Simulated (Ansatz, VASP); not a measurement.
## SiC: VASP beside Ansatz

```xyz
2
Lattice="0.0000 2.1790 2.1790 2.1790 0.0000 2.1790 2.1790 2.1790 0.0000" Properties=species:S:1:pos:R:3 pbc="T T T"
Si    0.1317    0.0933    0.0730
C     1.0570    1.1248    1.1348
```

Alike in both runs: task single point; functional PBE; k mesh 5 × 5 × 5; no spin polarisation.

```csv
,VASP,Ansatz
version,VASP 6.6.1,Ansatz 0.2.0
potentials or method,"VASP PAW PBE potentials, release 64 (Si, C), cutoff 600 eV","plane waves, PAW"
occupations,"gaussian, width 0.01 eV",fixed
valence electrons in the cell,8,8
```

```csv
,VASP,Ansatz,Ansatz less VASP
rms of the force components (eV/Å),2.170,2.171,+0.0011
```

Atom by atom the forces differ by 0.001 eV/Å (rms over components).

The k mesh is coarse, so the values compare programs but aren't converged.
